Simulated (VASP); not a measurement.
# O (C2/m) in VASP: notebook

The runs below take O through single point, with PBEsol.

Everything below comes from runs of VASP 6.6.1. Logs are shortened: lines on timing, memory, paths and dates and some standing lists are left out, and cuts for length are marked.

### 1 The cell of the first run

Symmetry: C2/m, No. 12, monoclinic system. The conventional cell has a = 5.665 Å, b = 3.303 Å, c = 4.334 Å, α = 90.00°, β = 123.29°, γ = 90.00°. Within 1.6 Å of O (site symmetry m) lie 1 O at 1.21 Å.

### 2 Single point, PBEsol

Contents of INCAR:

```
SYSTEM = O
ALGO = Normal
EDIFF = 1E-7
ENCUT = 520
GGA = PS
ISIF = 2
ISMEAR = -1
LASPH = .True.
LCHARG = .False.
LREAL = .False.
LWAVE = .False.
NBANDS = 13
NELM = 100
PREC = Accurate
SIGMA = 0.05
```

Contents of KPOINTS:

```
k-points
0
Gamma
  10 10 7
  0 0 0
```

Contents of POSCAR:

```
O
1.0
    2.8322653448     -1.6512584499      0.0000000000
    2.8322653448      1.6512584499      0.0000000000
   -2.3784205071      0.0000000000      3.6225725980
O
2
Direct
    0.9745461700      0.9745461700      0.8444259800
    0.0254538300      0.0254538300      0.1555740200
```

Potentials or basis: VASP PAW PBE potentials, release 64 (O).

Command:

```console
$ cat potpaw_PBE.64/O/POTCAR > POTCAR
$ mpirun -np 1 vasp_std > vasp.out
```

OUTCAR:

```text
SYSTEM = O
   EDIFF = 1E-7
   ENCUT = 520
   GGA = PS
   ISIF = 2
   ISMEAR = -1
   LASPH = .True.
   LREAL = .False.
   NELM = 100
   PREC = Accurate

 ion  position               nearest neighbor table
   1  0.975  0.975  0.844-   2 1.21
   2  0.025  0.025  0.156-   1 1.21

  LATTYP: Found a base centered monoclinic cell.
 ALAT       =     5.6645306896
 B/A-ratio  =     0.5830168607
 C/A-ratio  =     0.7650377976
 COS(beta)  =    -0.5488350190

  Lattice vectors:

 A1 = (   2.8322653448,  -1.6512584499,   0.0000000000)
 A2 = (   2.8322653448,   1.6512584499,   0.0000000000)
 A3 = (  -2.3784205071,   0.0000000000,   3.6225725980)

Analysis of symmetry for initial positions (statically):
=====================================================================
 Subroutine PRICEL returns:
 Original cell was already a primitive cell.

 Routine SETGRP: Setting up the symmetry group for a
 base centered monoclinic supercell.

 Subroutine GETGRP returns: Found  4 space group operations
 (whereof  4 operations were pure point group operations)
 out of a pool of  4 trial point group operations.

The static configuration has the point symmetry C_2h.

Analysis of symmetry for dynamics (positions and initial velocities):
=====================================================================
 Subroutine PRICEL returns:
 Original cell was already a primitive cell.

 Routine SETGRP: Setting up the symmetry group for a
 base centered monoclinic supercell.

 Subroutine GETGRP returns: Found  4 space group operations
 (whereof  4 operations were pure point group operations)
 out of a pool of  4 trial point group operations.

The dynamic configuration has the point symmetry C_2h.

 Subroutine INISYM returns: Found  4 space group operations
 (whereof  4 operations are pure point group operations),
 and found     1 'primitive' translations

----------------------------------------------------------------------------------------

                                     Primitive cell

  volume of cell :      33.8841

  direct lattice vectors                    reciprocal lattice vectors
     2.832265345 -1.651258450  0.000000000     0.176537132 -0.302799359  0.115906451
     2.832265345  1.651258450  0.000000000     0.176537132  0.302799359  0.115906451
    -2.378420507  0.000000000  3.622572598     0.000000000  0.000000000  0.276046918

  length of vectors
     3.278472427  3.278472427  4.333580083     0.369170849  0.369170849  0.276046918

  position of ions in fractional coordinates (direct lattice)
     0.974546170  0.974546170  0.844425980
     0.025453830  0.025453830  0.155574020

  ion indices of the primitive-cell ions
   primitive index   ion index
                 1           1
                 2           2

----------------------------------------------------------------------------------------

 KPOINTS: k-points

Automatic generation of k-mesh.
 Grid dimensions read from file:
 generate k-points for:   10   10    7

 Generating k-lattice:

  Cartesian coordinates                     Fractional coordinates (reciprocal lattice)
     0.017653713 -0.030279936  0.011590645     0.100000000 -0.000000000  0.000000000
     0.017653713  0.030279936  0.011590645    -0.000000000  0.100000000  0.000000000
     0.000000000  0.000000000  0.039435274     0.000000000  0.000000000  0.142857143

  Length of vectors
     0.036917085  0.036917085  0.039435274

  Shift w.r.t. Gamma in fractional coordinates (k-lattice)
     0.000000000  0.000000000  0.000000000

 Subroutine IBZKPT returns following result:
 ===========================================

 Found    196 irreducible k-points:

 Following reciprocal coordinates:
            Coordinates               Weight
  0.000000  0.000000  0.000000      1.000000
  0.100000  0.000000 -0.000000      4.000000
  0.200000  0.000000 -0.000000      4.000000
  0.300000 -0.000000  0.000000      4.000000
  0.400000 -0.000000 -0.000000      4.000000
  0.500000  0.000000  0.000000      2.000000
[... 16 lines left out ...]
  0.300000  0.300000  0.000000      2.000000
  0.400000  0.300000  0.000000      4.000000
 [... further k-points ...]
   k-points           NKPTS =    196   k-points in BZ     NKDIM =    196   number of bands    NBANDS=     13
   number of dos      NEDOS =    301   number of ions     NIONS =      2
   total plane-waves  NPLWV =  18432
   dimension x,y,z NGX =    24 NGY =   24 NGZ =   32
   dimension x,y,z NGXF=    48 NGYF=   48 NGZF=   64
   ions per type =               2
   NGX,Y,Z   is equivalent  to a cutoff of  12.17, 12.17, 12.28 a.u.
   NGXF,Y,Z  is equivalent  to a cutoff of  24.34, 24.34, 24.55 a.u.
 SYSTEM =  O
   PREC   = accura    normal or accurate (medium, high low for compatibility)
   ISTART =      0    job   : 0-new  1-cont  2-samecut
   ICHARG =      2    charge: 1-file 2-atom 10-const
   ISPIN  =      1    spin polarized calculation?
   LNONCOLLINEAR =      F non collinear calculations
   LSORBIT =      F    spin-orbit coupling
   LASPH  =      T    aspherical Exc in radial PAW
   ENCUT  =  520.0 eV  38.22 Ry    6.18 a.u.   6.10  6.10  8.06*2*pi/ulx,y,z
   NELM   =    100;   NELMIN=  2; NELMDL= -5     # of ELM steps
   EDIFF  = 0.1E-06   stopping-criterion for ELM
   LREAL  =      F    real-space projection
   EDIFFG = 0.1E-05   stopping-criterion for IOM
   NSW    =      0    number of steps for IOM
   IBRION =     -1    ionic relax: 0-MD 1-quasi-New 2-CG
   NFREE  =      0    steps in history (QN), initial steepest desc. (CG)
   ISIF   =      2    stress and relaxation
   ISYM   =      2    0-nonsym 1-usesym 2-fastsym
   POTIM  = 0.5000    time-step for ionic-motion
   TEBEG  =    0.0;   TEEND  =   0.0 temperature during run
   PSTRESS=    0.0 pullay stress
   NELECT =      12.0000    total number of electrons
   NUPDOWN=      -1.0000    fix difference up-down
   EMIN   =  10.00;   EMAX   =-10.00  energy-range for DOS
   EFERMI =   0.00;   METHOD = LEGACY
   ISMEAR =    -1;   SIGMA  =   0.05  broadening in eV -4-tet -1-fermi 0-gaus
   EFERMI_NEDOS =   21; number of points for ismear=-14 and -15
   IALGO  =     38    algorithm
   IMIX   =      4    mixing-type and parameters
     AMIX     =   0.40;   BMIX     =  1.00
     AMIX_MAG =   1.60;   BMIX_MAG =  1.00
  volume/ion in A,a.u.               =      16.94       114.33
  Fermi-wavevector in a.u.,A,eV,Ry     =   1.158252  2.188780 18.252878  1.341549
  Thomas-Fermi vector in A             =   2.294856
   LORBIT       =      0    0 simple, 1 ext, 2 COOP (PROOUT), +10 PAW based schemes
   GGA     = PS    functional components
   LHFCALC =     F    Hartree Fock is set to
   AEXX    =    0.0000 exact exchange contribution
   IVDW    =     0    specifies the selected vdW correction
   LEPSILON=     F    determine dielectric tensor
   LRPA    =     F    only Hartree local field effects (RPA)
 non-spin polarized calculation
  energy-cutoff  :      520.00
  volume of cell :       33.88
 maximum number of plane-waves:       930
   NGX = 13   NGY = 13   NGZ = 17

 number of electron      11.9999996 magnetization

 Free energy of the ion-electron system (eV)
  ---------------------------------------------------
  ext. energy  EPLUGINS =         0.00000000
  ---------------------------------------------------
  free energy    TOTEN  =        -9.50301329 eV

  energy without entropy =       -9.45246369  energy(sigma->0) =       -9.47773849

 E-fermi :  -1.6911     XC(G=0):  -7.6156

 val. band max:       -1.6914862413   @ k =  -0.1000  -0.3000   0.1429
 cond. band min:      -1.6910742922   @ k =  -0.4000   0.4000   0.0000
 fundamental gap:      0.0004119491
 Fermi energy:        -1.6910863877

 k-point     1 :       0.0000    0.0000    0.0000
  band No.  band energies     occupation
      1     -28.4368      2.00000
      2     -15.3503      2.00000
      3      -9.6126      2.00000
      4      -8.1137      2.00000
      5      -8.0755      2.00000
      6      -1.7913      1.76267
      7      -1.4979      0.04111
      8       4.9847      0.00000
      9       8.9836      0.00000
     10      12.5529      0.00000
     11      13.7735      0.00000
     12      16.3921      0.00000
     13      17.4479      0.00000

 k-point     2 :       0.1000    0.0000   -0.0000
  band No.  band energies     occupation
      1     -28.4260      2.00000
      2     -15.3538      2.00000
      3      -9.5958      2.00000
      4      -8.1872      2.00000
      5      -8.0985      2.00000
      6      -1.7759      1.69033
      7      -1.5380      0.08941
      8       5.2004      0.00000
      9       8.9732      0.00000
     10      12.2791      0.00000
     11      14.1907      0.00000
     12      15.5822      0.00000
     13      17.1475      0.00000

 k-point     3 :       0.2000    0.0000   -0.0000
  band No.  band energies     occupation
      1     -28.3974      2.00000
      2     -15.3627      2.00000
      3      -9.5479      2.00000
      4      -8.3970      2.00000
      5      -8.1401      2.00000
      6      -1.7614      1.60660
      7      -1.6172      0.37178
      8       5.8012      0.00000
      9       8.9441      0.00000
     10      12.0047      0.00000
     11      13.5608      0.00000
     12      15.5855      0.00000
     13      16.1255      0.00000
[... 305 lines left out ...]
 k-point    23 :       0.3000    0.3000    0.0000
  band No.  band energies     occupation
      1     -28.3460      2.00000
      2     -15.5081      2.00000
      3      -9.4122      2.00000
      4      -8.5093      2.00000
      5      -8.3465      2.00000
      6      -1.6953      1.04210
      7      -1.3753      0.00361
      8       6.9143      0.00000
      9       8.8758      0.00000
     10       9.9296      0.00000
     11      12.5626      0.00000
     12      14.3742      0.00000
     13      16.3618      0.00000

 k-point    24 :       0.4000    0.3000    0.0000
  band No.  band energies     occupation
      1     -28.3243      2.00000
      2     -15.5273      2.00000
      3      -9.3249      2.00000
      4      -8.6539      2.00000
      5      -8.4159      2.00000
      6      -1.6956      1.04524
      7      -1.3950      0.00534
      8       7.4904      0.00000
      9       8.9026      0.00000
     10       9.9622      0.00000
     11      11.6627      0.00000
     12      13.8687      0.00000
     13      16.3385      0.00000

 [... further k-points ...]
[... 5 lines left out ...]
  --------------------------------------------------------------------------------------
  -------------------------------------------------------------------------------------
  Total        0.0546667     -0.8610034      0.4809417      0.0000000      0.0000000     -0.2637789
  in kB        2.5848624    -40.7117106     22.7408623      0.0000000      0.0000000    -12.4725296
  external PRESSURE =      -5.1286620 kB  Pullay stress =       0.0000000 kB

 VOLUME and BASIS-vectors are now :
 -----------------------------------------------------------------------------
  energy-cutoff  :      520.00
  volume of cell :       33.88
      direct lattice vectors                 reciprocal lattice vectors
     2.832265345 -1.651258450  0.000000000     0.176537132 -0.302799359  0.115906451
     2.832265345  1.651258450  0.000000000     0.176537132  0.302799359  0.115906451
    -2.378420507  0.000000000  3.622572598     0.000000000  0.000000000  0.276046918

 POSITION                                       TOTAL-FORCE (eV/Angst)
 -----------------------------------------------------------------------------------
      3.51195      0.00000      3.05899         0.236318      0.000000     -1.032275
     -0.22584      0.00000      0.56358        -0.236318      0.000000      1.032275
 -----------------------------------------------------------------------------------
    total drift:                                0.000000     -0.000000      0.000000

  FREE ENERGIE OF THE ION-ELECTRON SYSTEM (eV)
  ---------------------------------------------------
  free  energy   TOTEN  =        -9.5030132941 eV

  energy  without entropy=       -9.4524636940  energy(sigma->0) =       -9.47773849
```

Run time: 72 s. Hardware: 1 thread of Intel Xeon 8259CL, shared host; peak memory 0.19 GiB.

Results:

- Free energy: -9.5030 eV
- Pressure: -0.5 GPa
- Largest force: 1.059 eV/Å
- Band gap on the k mesh: zero (bands 6 and 7 overlap by 0.28 eV)

Forces in eV/Å, atoms in the order of the input:
```
O    0.236  0.000 -1.032
O   -0.236  0.000  1.032
```

Levels at points of the mesh, in eV from the Fermi level:
| k point | band 2 | band 3 | band 4 | band 5 | band 6 | band 7 | band 8 | band 9 | band 10 | band 11 |
| --- | --- | --- | --- | --- | --- | --- | --- | --- | --- | --- |
| (0.00, 0.00, 0.00) | -13.66 | -7.92 | -6.42 | -6.38 | -0.10 | 0.19 | 6.68 | 10.67 | 14.24 | 15.46 |
| (0.50, 0.00, 0.00) | -13.69 | -7.57 | -7.40 | -6.55 | -0.29 | 0.14 | 9.82 | 10.88 | 11.24 | 14.91 |
| (0.50, 0.50, 0.00) | -13.89 | -7.48 | -7.16 | -6.78 | -0.02 | 0.38 | 9.93 | 10.55 | 11.51 | 12.43 |

Caveat: the standard files for N, O and F lose accuracy on very short bonds; spin is off for a triplet molecule; this functional lacks dispersion, which holds the molecules together, so the pressure and a relaxed volume are unreliable; the PAW data sets were made with another functional, which shifts forces and pressure a little.

### 3 Single point, PBEsol

This run uses another cell than the first one, of 17.29 Å³/atom.

Contents of INCAR:

```
ALGO     = Normal         # electronic algorithm
EDIFF    = 1E-7           # SCF threshold, eV
ENCUT    = 520            # plane-wave cutoff, eV
GGA      = PS             # functional
ISIF     = 2              # what is computed and relaxed
ISMEAR   = -1             # smearing method
LASPH    = True           # aspherical terms in the spheres
LCHARG   = False          # write CHGCAR
LREAL    = False          # projectors in reciprocal space
LWAVE    = False          # write WAVECAR
NBANDS   = 13             # bands
NELM     = 80             # most SCF steps
PREC     = Accurate       # precision mode
SIGMA    = 0.05           # smearing width, eV
```

Contents of KPOINTS:

```
k-points
0
Gamma
  10 10 7
```

Contents of POSCAR:

```
O
1.0
    2.8514028533     -1.6624159400      0.0000000000
    2.8514028533      1.6624159400      0.0000000000
   -2.3944914034      0.0000000000      3.6470501824
O
2
Direct
    0.9745461700      0.9745461700      0.8444259800
    0.0254538300      0.0254538300      0.1555740200
```

Potentials or basis: VASP PAW PBE potentials, release 64 (O).

Command:

```console
$ cat potpaw_PBE.64/O/POTCAR > POTCAR
$ mpirun -np 1 vasp_std > vasp.out
```

OUTCAR:

```text
EDIFF = 1E-7
   ENCUT = 520
   GGA = PS
   ISIF = 2
   ISMEAR = -1
   LASPH = True
   LREAL = False
   NELM = 80
   PREC = Accurate

 ion  position               nearest neighbor table
   1  0.975  0.975  0.844-   2 1.22
   2  0.025  0.025  0.156-   1 1.22

  LATTYP: Found a base centered monoclinic cell.
 ALAT       =     5.7028057066
 B/A-ratio  =     0.5830168607
 C/A-ratio  =     0.7650377976
 COS(beta)  =    -0.5488350190

  Lattice vectors:

 A1 = (   2.8514028533,  -1.6624159400,   0.0000000000)
 A2 = (   2.8514028533,   1.6624159400,   0.0000000000)
 A3 = (  -2.3944914034,   0.0000000000,   3.6470501824)

Analysis of symmetry for initial positions (statically):
=====================================================================
 Subroutine PRICEL returns:
 Original cell was already a primitive cell.

 Routine SETGRP: Setting up the symmetry group for a
 base centered monoclinic supercell.

 Subroutine GETGRP returns: Found  4 space group operations
 (whereof  4 operations were pure point group operations)
 out of a pool of  4 trial point group operations.

The static configuration has the point symmetry C_2h.

Analysis of symmetry for dynamics (positions and initial velocities):
[... 165 lines left out ...]

 k-point     1 :       0.0000    0.0000    0.0000
  band No.  band energies     occupation
      1     -28.3310      2.00000
      2     -15.5054      2.00000
      3      -9.6434      2.00000
      4      -8.1325      2.00000
      5      -8.0958      2.00000
      6      -1.9329      1.74497
      7      -1.6514      0.04792
      8       4.8206      0.00000
      9       8.5852      0.00000
     10      12.3568      0.00000
     11      13.5451      0.00000
     12      16.1828      0.00000
     13      17.2141      0.00000
[... 354 lines left out ...]
  band No.  band energies     occupation
      1     -28.2228      2.00000
      2     -15.6725      2.00000
      3      -9.3404      2.00000
      4      -8.6893      2.00000
      5      -8.4272      2.00000
      6      -1.8396      1.02932
      7      -1.5519      0.00670
      8       7.2867      0.00000
      9       8.5509      0.00000
     10       9.7979      0.00000
     11      11.4857      0.00000
     12      13.6201      0.00000
     13      16.0913      0.00000

 [... further k-points ...]
[... 5 lines left out ...]
  --------------------------------------------------------------------------------------
  -------------------------------------------------------------------------------------
  Total       -0.0596919     -0.8396265     -0.1828795      0.0000000      0.0000000     -0.0037513
  in kB       -2.7660265    -38.9069053     -8.4743344      0.0000000      0.0000000     -0.1738279
  external PRESSURE =     -16.7157554 kB  Pullay stress =       0.0000000 kB

 VOLUME and BASIS-vectors are now :
 -----------------------------------------------------------------------------
  energy-cutoff  :      520.00
  volume of cell :       34.58
      direct lattice vectors                 reciprocal lattice vectors
     2.851402853 -1.662415940  0.000000000     0.175352283 -0.300767087  0.115128532
     2.851402853  1.662415940  0.000000000     0.175352283  0.300767087  0.115128532
    -2.394491403  0.000000000  3.647050182     0.000000000  0.000000000  0.274194198

 POSITION                                       TOTAL-FORCE (eV/Angst)
 -----------------------------------------------------------------------------------
      3.53568      0.00000      3.07966         0.003395      0.000000     -0.430403
     -0.22736      0.00000      0.56739        -0.003395      0.000000      0.430403
 -----------------------------------------------------------------------------------
    total drift:                                0.000000      0.000000      0.000000

  FREE ENERGIE OF THE ION-ELECTRON SYSTEM (eV)
  ---------------------------------------------------
  free  energy   TOTEN  =        -9.4996308598 eV

  energy  without entropy=       -9.4471094832  energy(sigma->0) =       -9.47337017
```

Run time: 1.7 min. Hardware: 1 thread of Intel Xeon 8259CL, shared host; peak memory 0.2 GiB.

What came out:

| Property | Result |
| --- | --- |
| Free energy | -9.4996 eV |
| Pressure | -1.7 GPa |
| Largest force | 0.430 eV/Å |
| Band gap on the k mesh | zero (bands 6 and 7 overlap by 0.27 eV) |

Forces in eV/Å, atoms in the order of the input:
```
O    0.003  0.000 -0.430
O   -0.003  0.000  0.430
```

Caveat: the standard files for N, O and F lose accuracy on very short bonds; spin is off for a triplet molecule; this functional lacks dispersion, which holds the molecules together, so the pressure and a relaxed volume are unreliable; the PAW data sets were made with another functional, which shifts forces and pressure a little.

(Part 1 of 2 ends here.)
